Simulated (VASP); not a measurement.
# Pb (Pm-3n) in VASP: relaxation of cell and atoms with PBEsol

Aim: the relaxation of cell and atoms of Pb with PBEsol.

All numbers are computed with VASP 6.6.1; they aren't measurements. Logs are shortened: lines on timing, memory, paths and dates and some standing lists are left out, and cuts for length are marked.

## 1. The cell of the first run

It takes space group Pm-3n (No. 223, cubic). Conventional cell: a = 6.237 Å, b = 6.237 Å, c = 6.237 Å, α = 90.00°, β = 90.00°, γ = 90.00°. Within 4.6 Å of Pb (site symmetry m-3) lie 12 Pb at 3.49 Å. Pb (site symmetry -4m2) has 14 Pb at 3.12 to 3.82 Å within 4.1 Å.

## 2. Relaxation of cell and atoms, PBEsol

File INCAR:

```
SYSTEM = Pb
PREC = Accurate
ENCUT = 600
EDIFF = 1E-7
ISMEAR = -1
SIGMA = 0.1
LREAL = .FALSE.
LASPH = .TRUE.
NELM = 60
ALGO = Normal
ISIF = 3
LWAVE = .FALSE.
LCHARG = .FALSE.
GGA = PS
IBRION = 2
NSW = 80
EDIFFG = -0.01
```

File KPOINTS:

```
regular mesh
0
G
  4 4 4
  0 0 0
```

File POSCAR:

```
Pb
1.0
    6.2372391575      0.0000000000      0.0000000000
    0.0000000000      6.2372391575      0.0000000000
    0.0000000000      0.0000000000      6.2372391575
Pb
8
Direct
    0.0000000000      0.0000000000      0.0000000000
    0.5000000000      0.5000000000      0.5000000000
    0.2500000000      0.0000000000      0.5000000000
    0.7500000000      0.0000000000      0.5000000000
    0.5000000000      0.2500000000      0.0000000000
    0.5000000000      0.7500000000      0.0000000000
    0.0000000000      0.5000000000      0.2500000000
    0.0000000000      0.5000000000      0.7500000000
```

Potentials or basis: VASP PAW PBE potentials, release 64 (Pb_d).

The run is started by

```bash
$ cat potpaw_PBE.64/Pb_d/POTCAR > POTCAR
$ mpirun -np 1 vasp_std > vasp.out
```

OUTCAR:

```text
SYSTEM = Pb
   PREC = Accurate
   ENCUT = 600
   EDIFF = 1E-7
   ISMEAR = -1
   LREAL = .FALSE.
   LASPH = .TRUE.
   NELM = 60
   ISIF = 3
   GGA = PS
   IBRION = 2
   NSW = 80
   EDIFFG = -0.01

 ion  position               nearest neighbor table
   1  0.000  0.000  0.000-   3 3.49   4 3.49   5 3.49   6 3.49   7 3.49   8 3.49   3 3.49   4 3.49
                             7 3.49   8 3.49   5 3.49   6 3.49
   2  0.500  0.500  0.500-   3 3.49   4 3.49   5 3.49   6 3.49   7 3.49   8 3.49   5 3.49   6 3.49
                             3 3.49   4 3.49   7 3.49   8 3.49
   3  0.250  0.000  0.500-   4 3.12   4 3.12   1 3.49   1 3.49   2 3.49   2 3.49   8 3.82   5 3.82
                             5 3.82   6 3.82   6 3.82   7 3.82   8 3.82   7 3.82
   4  0.750  0.000  0.500-   3 3.12   3 3.12   1 3.49   1 3.49   2 3.49   2 3.49   8 3.82   5 3.82
                             5 3.82   6 3.82   6 3.82   7 3.82   8 3.82   7 3.82
   5  0.500  0.250  0.000-   6 3.12   6 3.12   1 3.49   2 3.49   2 3.49   1 3.49   8 3.82   4 3.82
                             3 3.82   4 3.82   3 3.82   7 3.82   7 3.82   8 3.82
   6  0.500  0.750  0.000-   5 3.12   5 3.12   1 3.49   2 3.49   2 3.49   1 3.49   8 3.82   4 3.82
                             3 3.82   4 3.82   3 3.82   7 3.82   7 3.82   8 3.82
   7  0.000  0.500  0.250-   8 3.12   8 3.12   1 3.49   2 3.49   1 3.49   2 3.49   3 3.82   4 3.82
                             5 3.82   3 3.82   4 3.82   6 3.82   5 3.82   6 3.82
   8  0.000  0.500  0.750-   7 3.12   7 3.12   1 3.49   2 3.49   1 3.49   2 3.49   3 3.82   4 3.82
                             5 3.82   3 3.82   4 3.82   6 3.82   5 3.82   6 3.82

  LATTYP: Found a simple cubic cell.
 ALAT       =     6.2372391575

  Lattice vectors:

 A1 = (   6.2372391575,   0.0000000000,   0.0000000000)
 A2 = (   0.0000000000,   6.2372391575,   0.0000000000)
 A3 = (   0.0000000000,   0.0000000000,   6.2372391575)

Analysis of symmetry for initial positions (statically):
=====================================================================
 Subroutine PRICEL returns:
 Original cell was already a primitive cell.

 Routine SETGRP: Setting up the symmetry group for a
 simple cubic supercell.

 Subroutine GETGRP returns: Found 48 space group operations
 (whereof 24 operations were pure point group operations)
 out of a pool of 48 trial point group operations.

The static configuration has the point symmetry T_h .
 The point group associated with its full space group is O_h .

Analysis of symmetry for dynamics (positions and initial velocities):
=====================================================================
 Subroutine PRICEL returns:
 Original cell was already a primitive cell.

 Routine SETGRP: Setting up the symmetry group for a
 simple cubic supercell.

 Subroutine GETGRP returns: Found 48 space group operations
 (whereof 24 operations were pure point group operations)
 out of a pool of 48 trial point group operations.

The dynamic configuration has the point symmetry T_h .
 The point group associated with its full space group is O_h .

 Subroutine INISYM returns: Found 48 space group operations
 (whereof 24 operations are pure point group operations),
 and found     1 'primitive' translations

----------------------------------------------------------------------------------------

                                     Primitive cell

  volume of cell :     242.6483

  direct lattice vectors                    reciprocal lattice vectors
     6.237239158  0.000000000  0.000000000     0.160327346  0.000000000  0.000000000
     0.000000000  6.237239158  0.000000000     0.000000000  0.160327346  0.000000000
     0.000000000  0.000000000  6.237239158     0.000000000  0.000000000  0.160327346

  length of vectors
     6.237239158  6.237239158  6.237239158     0.160327346  0.160327346  0.160327346

  position of ions in fractional coordinates (direct lattice)
     0.000000000  0.000000000  0.000000000
     0.500000000  0.500000000  0.500000000
     0.250000000  0.000000000  0.500000000
     0.750000000  0.000000000  0.500000000
     0.500000000  0.250000000  0.000000000
     0.500000000  0.750000000  0.000000000
     0.000000000  0.500000000  0.250000000
     0.000000000  0.500000000  0.750000000

  ion indices of the primitive-cell ions
   primitive index   ion index
                 1           1
                 2           2
                 3           3
                 4           4
                 5           5
                 6           6
                 7           7
                 8           8

----------------------------------------------------------------------------------------

 KPOINTS: regular mesh

Automatic generation of k-mesh.
 Grid dimensions read from file:
 generate k-points for:    4    4    4

 Generating k-lattice:

  Cartesian coordinates                     Fractional coordinates (reciprocal lattice)
     0.040081836  0.000000000  0.000000000     0.250000000  0.000000000  0.000000000
     0.000000000  0.040081836  0.000000000     0.000000000  0.250000000  0.000000000
     0.000000000  0.000000000  0.040081836     0.000000000  0.000000000  0.250000000

  Length of vectors
     0.040081836  0.040081836  0.040081836

  Shift w.r.t. Gamma in fractional coordinates (k-lattice)
     0.000000000  0.000000000  0.000000000

 Subroutine IBZKPT returns following result:
 ===========================================

 Found     10 irreducible k-points:

 Following reciprocal coordinates:
            Coordinates               Weight
  0.000000  0.000000  0.000000      1.000000
  0.250000  0.000000  0.000000      6.000000
  0.500000  0.000000  0.000000      3.000000
  0.250000  0.250000  0.000000     12.000000
  0.500000  0.250000  0.000000     12.000000
  0.500000  0.500000  0.000000      3.000000
  0.250000  0.250000  0.250000      8.000000
  0.500000  0.250000  0.250000     12.000000
  0.500000  0.500000  0.250000      6.000000
  0.500000  0.500000  0.500000      1.000000
   k-points           NKPTS =     10   k-points in BZ     NKDIM =     10   number of bands    NBANDS=     67
   number of dos      NEDOS =    301   number of ions     NIONS =      8
   total plane-waves  NPLWV = 125000
   dimension x,y,z NGX =    50 NGY =   50 NGZ =   50
   dimension x,y,z NGXF=   100 NGYF=  100 NGZF=  100
   ions per type =               8
   NGX,Y,Z   is equivalent  to a cutoff of  13.33, 13.33, 13.33 a.u.
   NGXF,Y,Z  is equivalent  to a cutoff of  26.65, 26.65, 26.65 a.u.
 SYSTEM =  Pb
   PREC   = accura    normal or accurate (medium, high low for compatibility)
   ISTART =      0    job   : 0-new  1-cont  2-samecut
   ICHARG =      2    charge: 1-file 2-atom 10-const
   ISPIN  =      1    spin polarized calculation?
   LNONCOLLINEAR =      F non collinear calculations
   LSORBIT =      F    spin-orbit coupling
   LASPH  =      T    aspherical Exc in radial PAW
   ENCUT  =  600.0 eV  44.10 Ry    6.64 a.u.  12.46 12.46 12.46*2*pi/ulx,y,z
   NELM   =     60;   NELMIN=  2; NELMDL= -5     # of ELM steps
   EDIFF  = 0.1E-06   stopping-criterion for ELM
   LREAL  =      F    real-space projection
   EDIFFG = -.1E-01   stopping-criterion for IOM
   NSW    =     80    number of steps for IOM
   IBRION =      2    ionic relax: 0-MD 1-quasi-New 2-CG
   NFREE  =      1    steps in history (QN), initial steepest desc. (CG)
   ISIF   =      3    stress and relaxation
   ISYM   =      2    0-nonsym 1-usesym 2-fastsym
   POTIM  = 0.5000    time-step for ionic-motion
   TEBEG  =    0.0;   TEEND  =   0.0 temperature during run
   PSTRESS=    0.0 pullay stress
   NELECT =     112.0000    total number of electrons
   NUPDOWN=      -1.0000    fix difference up-down
   EMIN   =  10.00;   EMAX   =-10.00  energy-range for DOS
   EFERMI =   0.00;   METHOD = LEGACY
   ISMEAR =    -1;   SIGMA  =   0.10  broadening in eV -4-tet -1-fermi 0-gaus
   EFERMI_NEDOS =   21; number of points for ismear=-14 and -15
   IALGO  =     38    algorithm
   IMIX   =      4    mixing-type and parameters
     AMIX     =   0.40;   BMIX     =  1.00
     AMIX_MAG =   1.60;   BMIX_MAG =  1.00
  volume/ion in A,a.u.               =      30.33       204.68
  Fermi-wavevector in a.u.,A,eV,Ry     =   1.265188  2.390859 21.778859  1.600701
  Thomas-Fermi vector in A             =   2.398454
   LORBIT       =      0    0 simple, 1 ext, 2 COOP (PROOUT), +10 PAW based schemes
   GGA     = PS    functional components
   LHFCALC =     F    Hartree Fock is set to
   AEXX    =    0.0000 exact exchange contribution
   IVDW    =     0    specifies the selected vdW correction
   LEPSILON=     F    determine dielectric tensor
   LRPA    =     F    only Hartree local field effects (RPA)
 conjugate gradient relaxation of ions
 non-spin polarized calculation
  energy-cutoff  :      600.00
  volume of cell :      242.65
 maximum number of plane-waves:      8217
 NGX is ok and might be reduce to    50
   NGX = 25   NGY = 25   NGZ = 25

--------------------------------------- Ionic step        1  -------------------------------------------

 number of electron     112.0000023 magnetization

 Free energy of the ion-electron system (eV)
  ---------------------------------------------------
  ext. energy  EPLUGINS =         0.00000000
  ---------------------------------------------------
  free energy    TOTEN  =       -31.40604652 eV

  energy without entropy =      -31.22730000  energy(sigma->0) =      -31.31667326

------------------------ aborting loop because EDIFF is reached ----------------------------------------

  FORCE on cell =-STRESS in cart. coord.  units (eV):
  Direction    XX          YY          ZZ          XY          YZ          ZX
  --------------------------------------------------------------------------------------
  -------------------------------------------------------------------------------------
  Total        1.2819742      1.2819742      1.2819742      0.0000000     -0.0000000     -0.0000000
  in kB        8.4647213      8.4647213      8.4647213      0.0000000     -0.0000000     -0.0000000
  external PRESSURE =       8.4647213 kB  Pullay stress =       0.0000000 kB
[... 69 lines left out ...]
  energy  without entropy=      -31.2379233671  energy(sigma->0) =      -31.32729270

--------------------------------------- Ionic step        3  -------------------------------------------

 number of electron     112.0000035 magnetization

 Free energy of the ion-electron system (eV)
  ---------------------------------------------------
  ext. energy  EPLUGINS =         0.00000000
  ---------------------------------------------------
  free energy    TOTEN  =       -31.41756014 eV

  energy without entropy =      -31.23879789  energy(sigma->0) =      -31.32817901

 E-fermi :   6.9235     XC(G=0): -10.2442

 val. band max:        6.8953595222   @ k =   0.0000   0.0000   0.0000
 cond. band min:       6.9355568659   @ k =   0.5000   0.2500   0.2500
 fundamental gap:      0.0401973437
 Fermi energy:         6.9235356575

 k-point     1 :       0.0000    0.0000    0.0000
  band No.  band energies     occupation
      1     -10.3754      2.00000
      2     -10.3685      2.00000
      3     -10.3685      2.00000
      4     -10.1735      2.00000
      5     -10.1735      2.00000
      6     -10.1735      2.00000
[... 724 lines left out ...]
  FREE ENERGIE OF THE ION-ELECTRON SYSTEM (eV)
  ---------------------------------------------------
  free  energy   TOTEN  =       -31.4175601419 eV

  energy  without entropy=      -31.2387978855  energy(sigma->0) =      -31.32817901

 reached required accuracy - stopping structural energy minimisation
```

It took 4.3 min on 1 thread of Intel Xeon 6975P-C (Granite Rapids), shared host; peak memory 0.43 GiB.

Results:

```yaml
Free_energy: -31.4176 eV
Relaxed_volume: 30.88 Å³/atom
Relaxed_cell: a = 6.275 Å, b = 6.275 Å, c = 6.275 Å, α = 90.00°, β = 90.00°, γ = 90.00°
Space_group_after_relaxing_to_0.1_Å: Pm-3n (No. 223)
Energy_gained_by_relaxing: 1.4 meV/atom
Ionic_steps: 3
Pressure_after_relaxing: 0.0 GPa
Band_gap_on_the_k_mesh: zero (bands 56 and 57 overlap by 0.77 eV)
```

Step by step:
| step | energy change (eV) | largest force (eV/Å) | pressure (GPa) | volume (Å³) |
| --- | --- | --- | --- | --- |
| 1 | 0.0000 | 0.0000 | 0.85 | 242.65 |
| 2 | -0.0106 | 0.0000 | -0.23 | 248.32 |
| 3 | -0.0115 | 0.0000 | 0.00 | 247.06 |

Final structure:
```yaml
crystal:
  lattice:
    - [6.27484, 0.00000, 0.00000]
    - [0.00000, 6.27484, 0.00000]
    - [0.00000, 0.00000, 6.27484]
  atoms:
    - { symbol: Pb, position: [0.00000, 0.00000, 0.00000] }
    - { symbol: Pb, position: [0.50000, 0.50000, 0.50000] }
    - { symbol: Pb, position: [0.25000, 0.00000, 0.50000] }
    - { symbol: Pb, position: [0.75000, 0.00000, 0.50000] }
    - { symbol: Pb, position: [0.50000, 0.25000, 0.00000] }
    - { symbol: Pb, position: [0.50000, 0.75000, 0.00000] }
    - { symbol: Pb, position: [0.00000, 0.50000, 0.25000] }
    - { symbol: Pb, position: [0.00000, 0.50000, 0.75000] }
```

Caveat: the PAW data sets were made with another functional, which shifts forces and pressure a little; spin-orbit coupling is left out, which moves the levels of the heavy elements.

The gap in the log of VASP goes by the Fermi energy; the results here count the filled bands.